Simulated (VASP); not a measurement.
Input of a VASP 6.6.1 run:

File INCAR:

```
PREC = Accurate
ENCUT = 520
EDIFF = 1E-6
ISMEAR = 0
SIGMA = 0.02
LREAL = False
LASPH = True
NELM = 80
ALGO = Normal
ISIF = 2
LWAVE = False
LCHARG = True
GGA = PE
LELF = True
LVHAR = True
NBANDS = 27
```

Contents of KPOINTS:

```
regular mesh
0
Gamma
  12 12 12
```

File POSCAR:

```
InSe
1.0
    2.0436697557      1.1799132836      9.3140734983
   -2.0436697557      1.1799132836      9.3140734983
    0.0000000000     -2.3598265672      9.3140734983
In Se
2 2
Direct
    0.1066538290      0.1066538290      0.1066538290
    0.0055263885      0.0055263885      0.0055263885
    0.6266333968      0.6266333968      0.6266333968
    0.8188843756      0.8188843756      0.8188843756
```

Potentials or basis: VASP PAW PBE potentials, release 64 (In_d, Se).

Run with:

```sh
$ cat potpaw_PBE.64/In_d/POTCAR potpaw_PBE.64/Se/POTCAR > POTCAR
$ mpirun -np 1 vasp_std > vasp.out
```

**Question.** What does it give for the band gap on the k mesh?

**Answer.** 0.76 eV.

**Question.** Estimate the pressure.

**Answer.** 0.0 GPa.

Forces in eV/Å, atoms in the order of the input:
```
In   0.000  0.000 -0.013
In   0.000  0.000  0.013
Se   0.000  0.000 -0.013
Se   0.000  0.000  0.013
```

Caveat: spin-orbit coupling is left out, which moves the levels of the heavy elements. A k mesh can miss the band edges.
